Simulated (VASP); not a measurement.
**RbBr: single point with HSE06**

The system is RbBr.

```xyz
2
Lattice="0.2615 3.5386 3.5386 3.5386 0.2615 3.5386 3.5386 3.5386 0.2615" Properties=species:S:1:pos:R:3 pbc="T T T"
Rb    0.0000    0.0000    0.0000
Br    3.6694    3.6694    3.6694
```

This cell differs from its parent crystal: epitaxial 111 strain -5.3%.

- Program: VASP 6.6.1
- Task: single point
- Functional: HSE06
- Potentials or basis: VASP PAW PBE potentials, release 64 (Rb_sv, Br)
- Cutoff: 520 eV
- k mesh: 4 × 4 × 4
- Occupations: gaussian, width 0.01 eV
- Spin: no spin polarisation
- Dipole correction: no
- Grid for exact exchange (PRECFOCK): Normal
- Further INCAR settings: ALGO = Normal; EDIFF = 1e-06; NBANDS = 15
- Share of exact exchange: 0.25
- Screening parameter: 0.2079 1/Å

* Pressure: 1.0 GPa
* Band gap on the k mesh: 5.43 eV

Stress tensor (GPa, compression positive):
```
 1.01 -0.37 -0.37
-0.37  1.01 -0.37
-0.37 -0.37  1.01
```

Levels at points of the mesh, in eV from the valence-band top:
| k point | band 6 | band 7 | band 8 | band 9 | band 10 | band 11 |
| --- | --- | --- | --- | --- | --- | --- |
| (0.00, 0.00, 0.00) | -0.21 | 0.00 | 0.00 | 5.43 | 7.94 | 8.75 |
| (0.50, 0.00, 0.00) | -1.15 | -0.63 | -0.40 | 7.93 | 8.89 | 10.70 |
| (0.50, 0.50, 0.00) | -0.62 | -0.33 | -0.17 | 6.63 | 8.37 | 10.43 |
| (0.50, 0.50, 0.50) | -1.17 | -0.29 | -0.29 | 7.90 | 8.52 | 10.61 |

Wall time 9.1 min on 1 thread of Intel(R) Xeon(R) 6975P-C (Granite Rapids) (shared host), peak memory 0.34 GiB.

Caveat: the cell differs from its parent crystal (epitaxial 111 strain -5.3%); the PAW data sets were made with another functional, which shifts forces and pressure a little.
